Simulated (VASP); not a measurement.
# Pt (Fm-3m) in VASP: further runs

Pt is run at these levels: r2SCAN; tasks: single point.

Everything below comes from runs of VASP 6.6.1. Logs are shortened: lines on timing, memory, paths and dates and some standing lists are left out, and cuts for length are marked.

### 1 The cell of the first run

The structure is cubic, space group Fm-3m (No. 225). The conventional cell has a = 3.920 Å, b = 3.920 Å, c = 3.920 Å, α = 90.00°, β = 90.00°, γ = 90.00°. Within 3.7 Å of Pt (site symmetry m-3m) lie 12 Pt at 2.77 Å.

### 2 Single point, r2SCAN

POSCAR reads:

```
Pt
1.0
    0.0000000000      1.9600189982      1.9600189982
    1.9600189982      0.0000000000      1.9600189982
    1.9600189982      1.9600189982      0.0000000000
Pt
1
Direct
    0.0000000000      0.0000000000      0.0000000000
```

INCAR.step1 reads:

```
SYSTEM = Pt
PREC = Accurate
ENCUT = 550
ISMEAR = 0
SIGMA = 0.05
LREAL = .FALSE.
LASPH = .TRUE.
NELM = 120
NBANDS = 11
GGA = PE
ALGO = Normal
EDIFF = 1E-5
LWAVE = .TRUE.
LCHARG = .FALSE.
GGA_COMPAT = .FALSE.
```

INCAR.step2 reads:

```
SYSTEM = Pt
PREC = Accurate
ENCUT = 550
EDIFF = 1E-6
ISMEAR = 0
SIGMA = 0.05
LREAL = .FALSE.
LASPH = .TRUE.
NELM = 120
ALGO = Normal
ISIF = 2
LWAVE = .FALSE.
LCHARG = .FALSE.
METAGGA = R2SCAN
LMIXTAU = .TRUE.
NBANDS = 11
ISTART = 1
GGA_COMPAT = .FALSE.
```

KPOINTS reads:

```
Automatic mesh
0
G
  18 18 18
  0 0 0
```

Potentials or basis: VASP PAW PBE potentials, release 64 (Pt).

The run is started by

```
$ cat potpaw_PBE.64/Pt/POTCAR > POTCAR
$ cp INCAR.step1 INCAR
$ mpirun -np 1 vasp_std > vasp.out
$ cp INCAR.step2 INCAR
$ mpirun -np 1 vasp_std > vasp.out
```

OUTCAR:

```text
SYSTEM = Pt
   PREC = Accurate
   ENCUT = 550
   EDIFF = 1E-6
   ISMEAR = 0
   LREAL = .FALSE.
   LASPH = .TRUE.
   NELM = 120
   ISIF = 2
   METAGGA = R2SCAN
   ISTART = 1

 ion  position               nearest neighbor table
   1  0.000  0.000  0.000-

  LATTYP: Found a face centered cubic cell.
 ALAT       =     3.9200379964

  Lattice vectors:

 A1 = (   0.0000000000,   1.9600189982,   1.9600189982)
 A2 = (   1.9600189982,   0.0000000000,   1.9600189982)
 A3 = (   1.9600189982,   1.9600189982,   0.0000000000)

Analysis of symmetry for initial positions (statically):
=====================================================================
 Subroutine PRICEL returns:
 Original cell was already a primitive cell.

 Routine SETGRP: Setting up the symmetry group for a
 face centered cubic supercell.

 Subroutine GETGRP returns: Found 48 space group operations
[... 9 lines left out ...]

 Routine SETGRP: Setting up the symmetry group for a
 face centered cubic supercell.

 Subroutine GETGRP returns: Found 48 space group operations
[... 11 lines left out ...]
                                     Primitive cell

  volume of cell :      15.0595

  direct lattice vectors                    reciprocal lattice vectors
     0.000000000  1.960018998  1.960018998    -0.255099568  0.255099568  0.255099568
     1.960018998  0.000000000  1.960018998     0.255099568 -0.255099568  0.255099568
     1.960018998  1.960018998  0.000000000     0.255099568  0.255099568 -0.255099568

  length of vectors
     2.771885450  2.771885450  2.771885450     0.441845413  0.441845413  0.441845413

  position of ions in fractional coordinates (direct lattice)
     0.000000000  0.000000000  0.000000000

  ion indices of the primitive-cell ions
   primitive index   ion index
                 1           1

----------------------------------------------------------------------------------------

 KPOINTS: Automatic mesh

Automatic generation of k-mesh.
 Grid dimensions read from file:
 generate k-points for:   18   18   18

 Generating k-lattice:

  Cartesian coordinates                     Fractional coordinates (reciprocal lattice)
    -0.014172198  0.014172198  0.014172198     0.055555556  0.000000000  0.000000000
     0.014172198 -0.014172198  0.014172198     0.000000000  0.055555556  0.000000000
     0.014172198  0.014172198 -0.014172198     0.000000000  0.000000000  0.055555556

  Length of vectors
     0.024546967  0.024546967  0.024546967

  Shift w.r.t. Gamma in fractional coordinates (k-lattice)
     0.000000000  0.000000000  0.000000000

 Subroutine IBZKPT returns following result:
 ===========================================

 Found    195 irreducible k-points:

 Following reciprocal coordinates:
            Coordinates               Weight
  0.000000  0.000000  0.000000      1.000000
  0.055556  0.000000  0.000000      8.000000
  0.111111  0.000000  0.000000      8.000000
  0.166667  0.000000  0.000000      8.000000
  0.222222  0.000000  0.000000      8.000000
  0.277778  0.000000  0.000000      8.000000
[... 16 lines left out ...]
 -0.277778  0.055556  0.000000     24.000000
 -0.222222  0.055556  0.000000     24.000000
 [... further k-points ...]
   k-points           NKPTS =    195   k-points in BZ     NKDIM =    195   number of bands    NBANDS=     11
   number of dos      NEDOS =    301   number of ions     NIONS =      1
   total plane-waves  NPLWV =  13824
   dimension x,y,z NGX =    24 NGY =   24 NGZ =   24
   dimension x,y,z NGXF=    48 NGYF=   48 NGZF=   48
   ions per type =               1
   NGX,Y,Z   is equivalent  to a cutoff of  14.39, 14.39, 14.39 a.u.
   NGXF,Y,Z  is equivalent  to a cutoff of  28.79, 28.79, 28.79 a.u.
 SYSTEM =  Pt
   PREC   = accura    normal or accurate (medium, high low for compatibility)
   ISTART =      1    job   : 0-new  1-cont  2-samecut
   ICHARG =      0    charge: 1-file 2-atom 10-const
   ISPIN  =      1    spin polarized calculation?
   LNONCOLLINEAR =      F non collinear calculations
   LSORBIT =      F    spin-orbit coupling
   LASPH  =      T    aspherical Exc in radial PAW
   ENCUT  =  550.0 eV  40.42 Ry    6.36 a.u.   5.30  5.30  5.30*2*pi/ulx,y,z
   NELM   =    120;   NELMIN=  2; NELMDL=  0     # of ELM steps
   EDIFF  = 0.1E-05   stopping-criterion for ELM
   LREAL  =      F    real-space projection
   EDIFFG = 0.1E-04   stopping-criterion for IOM
   NSW    =      0    number of steps for IOM
   IBRION =     -1    ionic relax: 0-MD 1-quasi-New 2-CG
   NFREE  =      0    steps in history (QN), initial steepest desc. (CG)
   ISIF   =      2    stress and relaxation
   ISYM   =      2    0-nonsym 1-usesym 2-fastsym
   POTIM  = 0.5000    time-step for ionic-motion
   TEBEG  =    0.0;   TEEND  =   0.0 temperature during run
   PSTRESS=    0.0 pullay stress
   NELECT =      10.0000    total number of electrons
   NUPDOWN=      -1.0000    fix difference up-down
   EMIN   =  10.00;   EMAX   =-10.00  energy-range for DOS
   EFERMI =   0.00;   METHOD = LEGACY
   ISMEAR =     0;   SIGMA  =   0.05  broadening in eV -4-tet -1-fermi 0-gaus
   EFERMI_NEDOS =   21; number of points for ismear=-14 and -15
   IALGO  =     38    algorithm
   IMIX   =      4    mixing-type and parameters
     AMIX     =   0.40;   BMIX     =  1.00
     AMIX_MAG =   1.60;   BMIX_MAG =  1.00
  volume/ion in A,a.u.               =      15.06       101.63
  Fermi-wavevector in a.u.,A,eV,Ry     =   1.428251  2.699003 27.754539  2.039901
  Thomas-Fermi vector in A             =   2.548333
   LORBIT       =      0    0 simple, 1 ext, 2 COOP (PROOUT), +10 PAW based schemes
   METAGGA = R2SCAN    functional components
   LHFCALC =     F    Hartree Fock is set to
   AEXX    =    0.0000 exact exchange contribution
   IVDW    =     0    specifies the selected vdW correction
   LEPSILON=     F    determine dielectric tensor
   LRPA    =     F    only Hartree local field effects (RPA)
 non-spin polarized calculation
 Gauss-broadening in eV      SIGMA  =   0.05
  energy-cutoff  :      550.00
  volume of cell :       15.06
 maximum number of plane-waves:       459
 NGX is ok and might be reduce to    24
   NGX = 11   NGY = 11   NGZ = 11

 number of electron      10.0000000 magnetization

 Free energy of the ion-electron system (eV)
  ---------------------------------------------------
  ext. energy  EPLUGINS =         0.00000000
  ---------------------------------------------------
  free energy    TOTEN  =       -51.49305298 eV

  energy without entropy =      -51.49039509  energy(sigma->0) =      -51.49172404

 E-fermi :  11.0494     XC(G=0): -14.6459

 val. band max:       11.0459726408   @ k =  -0.2778   0.3889   0.1667
 cond. band min:      11.0586636131   @ k =  -0.3889   0.3889   0.1667
 fundamental gap:      0.0126909723
 Fermi energy:        11.0493942211

 k-point     1 :       0.0000    0.0000    0.0000
  band No.  band energies     occupation
      1       0.5290      2.00000
      2       7.1168      2.00000
      3       7.1168      2.00000
      4       7.1168      2.00000
      5       9.2880      2.00000
      6       9.2880      2.00000
      7      26.5199      0.00000
      8      31.7008      0.00000
      9      31.7008      0.00000
     10      31.7008      0.00000
     11      37.5821      0.00000

 k-point     2 :       0.0556    0.0000    0.0000
  band No.  band energies     occupation
      1       0.6590      2.00000
      2       7.0587      2.00000
      3       7.1688      2.00000
      4       7.1688      2.00000
      5       9.2592      2.00000
      6       9.2592      2.00000
      7      26.7207      0.00000
      8      31.0306      0.00000
      9      31.8978      0.00000
     10      31.8978      0.00000
     11      38.3147      0.00000

 k-point     3 :       0.1111    0.0000    0.0000
  band No.  band energies     occupation
      1       1.0369      2.00000
      2       6.9099      2.00000
      3       7.3043      2.00000
      4       7.3043      2.00000
      5       9.1986      2.00000
      6       9.1986      2.00000
      7      27.2659      0.00000
      8      29.5945      0.00000
      9      32.4702      0.00000
     10      32.4702      0.00000
     11      38.9720      0.00000

 k-point     4 :       0.1667    0.0000    0.0000
  band No.  band energies     occupation
      1       1.6198      2.00000
      2       6.7463      2.00000
      3       7.4540      2.00000
      4       7.4540      2.00000
      5       9.1877      2.00000
      6       9.1877      2.00000
      7      27.8321      0.00000
      8      28.0483      0.00000
      9      33.3575      0.00000
     10      33.3575      0.00000
     11      37.2579      0.00000

 k-point     5 :       0.2222    0.0000    0.0000
  band No.  band energies     occupation
      1       2.3116      2.00000
      2       6.6995      2.00000
      3       7.5116      2.00000
      4       7.5116      2.00000
      5       9.3420      2.00000
      6       9.3420      2.00000
      7      26.1024      0.00000
      8      28.3785      0.00000
      9      34.4013      0.00000
     10      34.4013      0.00000
     11      35.9539      0.00000

 k-point     6 :       0.2778    0.0000    0.0000
  band No.  band energies     occupation
      1       2.9347      2.00000
      2       6.9682      2.00000
      3       7.4372      2.00000
      4       7.4372      2.00000
      5       9.6968      2.00000
      6       9.6968      2.00000
      7      24.1157      0.00000
      8      28.0835      0.00000
      9      34.7436      0.00000
     10      34.7436      0.00000
     11      36.0846      0.00000

 k-point     7 :       0.3333    0.0000    0.0000
  band No.  band energies     occupation
      1       3.3072      2.00000
      2       7.2937      2.00000
      3       7.2937      2.00000
      4       7.7255      2.00000
      5      10.1626      2.00000
      6      10.1626      2.00000
      7      21.9639      0.00000
      8      27.3733      0.00000
      9      33.4868      0.00000
     10      33.4868      0.00000
     11      37.4169      0.00000

 k-point     8 :       0.3889    0.0000    0.0000
  band No.  band energies     occupation
      1       3.4363      2.00000
      2       7.1516      2.00000
      3       7.1516      2.00000
      4       8.8964      2.00000
      5      10.6169      2.00000
      6      10.6169      2.00000
      7      19.8164      0.00000
      8      26.7217      0.00000
      9      32.1884      0.00000
     10      32.1884      0.00000
     11      39.2972      0.00000
[... 141 lines left out ...]
 k-point    19 :       0.5000    0.0556    0.0000
  band No.  band energies     occupation
      1       3.5543      2.00000
      2       6.9352      2.00000
      3       7.1097      2.00000
      4       9.7752      2.00000
      5      11.0765      0.44246
      6      11.9927      0.00000
      7      17.2767      0.00000
      8      26.3647      0.00000
      9      30.7754      0.00000
     10      30.8388      0.00000
     11      40.4510      0.00000

 k-point    20 :      -0.4444    0.0556    0.0000
  band No.  band energies     occupation
      1       3.5572      2.00000
      2       6.9598      2.00000
      3       7.1087      2.00000
      4       9.6983      2.00000
      5      10.9169      1.99982
      6      11.9190      0.00000
      7      17.5702      0.00000
      8      26.4094      0.00000
      9      30.5645      0.00000
     10      31.2576      0.00000
     11      40.1283      0.00000

 k-point    21 :      -0.3889    0.0556    0.0000
  band No.  band energies     occupation
      1       3.5568      2.00000
      2       7.0535      2.00000
      3       7.1776      2.00000
      4       8.9155      2.00000
      5      10.5468      2.00000
      6      11.3807      0.00000
      7      19.1722      0.00000
      8      26.7219      0.00000
      9      30.9009      0.00000
     10      32.2477      0.00000
     11      38.8110      0.00000

 k-point    22 :      -0.3333    0.0556    0.0000
  band No.  band energies     occupation
      1       3.4838      2.00000
      2       7.1925      2.00000
      3       7.3054      2.00000
      4       7.8590      2.00000
      5      10.0491      2.00000
      6      10.8286      2.00000
      7      21.2767      0.00000
      8      27.2827      0.00000
      9      31.6684      0.00000
     10      33.7334      0.00000
     11      37.0911      0.00000

 k-point    23 :      -0.2778    0.0556    0.0000
  band No.  band energies     occupation
      1       3.2055      2.00000
      2       6.9855      2.00000
      3       7.3950      2.00000
      4       7.4616      2.00000
      5       9.5297      2.00000
      6      10.2913      2.00000
      7      23.4733      0.00000
      8      27.9897      0.00000
      9      32.6184      0.00000
     10      35.4516      0.00000
     11      35.6042      0.00000

 k-point    24 :      -0.2222    0.0556    0.0000
  band No.  band energies     occupation
      1       2.6482      2.00000
      2       6.6237      2.00000
      3       7.5111      2.00000
      4       7.5790      2.00000
      5       9.1125      2.00000
      6       9.8207      2.00000
      7      25.5377      0.00000
      8      28.4856      0.00000
      9      33.1472      0.00000
     10      34.7196      0.00000
     11      35.9446      0.00000

 [... further k-points ...]
[... 5 lines left out ...]
  --------------------------------------------------------------------------------------
  -------------------------------------------------------------------------------------
  Total        0.4791413      0.4791413      0.4791413      0.0000000      0.0000000      0.0000000
  in kB       50.9757185     50.9757185     50.9757185      0.0000000      0.0000000      0.0000000
  external PRESSURE =      50.9757185 kB  Pullay stress =       0.0000000 kB

 VOLUME and BASIS-vectors are now :
 -----------------------------------------------------------------------------
  energy-cutoff  :      550.00
  volume of cell :       15.06
      direct lattice vectors                 reciprocal lattice vectors
     0.000000000  1.960018998  1.960018998    -0.255099568  0.255099568  0.255099568
     1.960018998  0.000000000  1.960018998     0.255099568 -0.255099568  0.255099568
     1.960018998  1.960018998  0.000000000     0.255099568  0.255099568 -0.255099568

 POSITION                                       TOTAL-FORCE (eV/Angst)
 -----------------------------------------------------------------------------------
      0.00000      0.00000      0.00000         0.000000     -0.000000     -0.000000
 -----------------------------------------------------------------------------------
    total drift:                               -0.000000      0.000000     -0.000000

  FREE ENERGIE OF THE ION-ELECTRON SYSTEM (eV)
  ---------------------------------------------------
  free  energy   TOTEN  =       -51.4930529835 eV

  energy  without entropy=      -51.4903950931  energy(sigma->0) =      -51.49172404
```

Run time: 51 s. Hardware: 1 thread of Intel Xeon Platinum 8559C (Emerald Rapids), shared host; peak memory 0.17 GiB.

What came out:

```yaml
Free_energy: -51.4931 eV
Pressure: 5.1 GPa
Band_gap_on_the_k_mesh: zero (band 5 reaches 11.57 eV, above the bottom of band 6 at 9.19 eV)
```

Levels at points of the mesh, in eV from the Fermi level:
| k point | band 1 | band 2 | band 3 | band 4 | band 5 | band 6 | band 7 | band 8 | band 9 | band 10 |
| --- | --- | --- | --- | --- | --- | --- | --- | --- | --- | --- |
| (0.00, 0.00, 0.00) | -10.52 | -3.93 | -3.93 | -3.93 | -1.76 | -1.76 | 15.47 | 20.65 | 20.65 | 20.65 |
| (0.50, 0.00, 0.00) | -7.60 | -4.03 | -4.03 | -0.32 | 0.02 | 0.02 | 6.17 | 15.12 | 19.97 | 19.97 |
| (0.50, 0.50, 0.00) | -7.32 | -6.89 | -0.06 | 0.52 | 0.52 | 1.94 | 9.36 | 12.02 | 12.02 | 21.30 |

Caveat: the PAW data sets were made with another functional, which shifts forces and pressure a little; spin-orbit coupling is left out, which moves the levels of the heavy elements.

### 3 Single point, r2SCAN

This run uses another cell than the first one, of 15.29 Å³/atom, 1.015 times its volume.

POSCAR reads:

```
Pt
1.0
    0.0000000000      1.9700750518      1.9700750518
    1.9700750518      0.0000000000      1.9700750518
    1.9700750518      1.9700750518      0.0000000000
Pt
1
Direct
    0.0000000000      0.0000000000      0.0000000000
```

INCAR.step1 reads:

```
ALGO = Normal
EDIFF = 1E-5
ENCUT = 550
GGA = PE
GGA_COMPAT = F
ISMEAR = 0
LASPH = T
LCHARG = F
LREAL = F
LWAVE = T
NBANDS = 11
NELM = 120
PREC = Accurate
SIGMA = 0.05
```

INCAR.step2 reads:

```
ALGO = Normal
EDIFF = 1E-6
ENCUT = 550
GGA_COMPAT = F
ISIF = 2
ISMEAR = 0
ISTART = 1
LASPH = T
LCHARG = F
LMIXTAU = T
LREAL = F
LWAVE = F
METAGGA = R2SCAN
NBANDS = 11
NELM = 120
PREC = Accurate
SIGMA = 0.05
```

KPOINTS reads:

```
k-points
0
Gamma
  18 18 18
```

Potentials or basis: VASP PAW PBE potentials, release 64 (Pt).

The run is started by

```
$ cat potpaw_PBE.64/Pt/POTCAR > POTCAR
$ cp INCAR.step1 INCAR
$ mpirun -np 1 vasp_std > vasp.out
$ cp INCAR.step2 INCAR
$ mpirun -np 1 vasp_std > vasp.out
```

Run time: 48 s. Hardware: 1 thread of Intel Xeon Platinum 8559C (Emerald Rapids), shared host; peak memory 0.18 GiB.

The run converged. Its results:

```
Free energy            : -51.4972 eV
Pressure               : 0.7 GPa
Band gap on the k mesh : zero (band 5 reaches 11.26 eV, above the bottom of band 6 at 8.94 eV)
```

Levels at points of the mesh, in eV from the Fermi level:
| k point | band 3 | band 4 | band 5 | band 6 | band 7 | band 8 |
| --- | --- | --- | --- | --- | --- | --- |
| (0.00, 0.00, 0.00) | -3.83 | -3.83 | -1.72 | -1.72 | 15.51 | 20.60 |
| (0.50, 0.00, 0.00) | -3.93 | -0.25 | 0.02 | 0.02 | 6.04 | 15.16 |
| (0.50, 0.50, 0.00) | -0.07 | 0.50 | 0.50 | 1.97 | 9.18 | 11.97 |

Caveat: the PAW data sets were made with another functional, which shifts forces and pressure a little; spin-orbit coupling is left out, which moves the levels of the heavy elements.
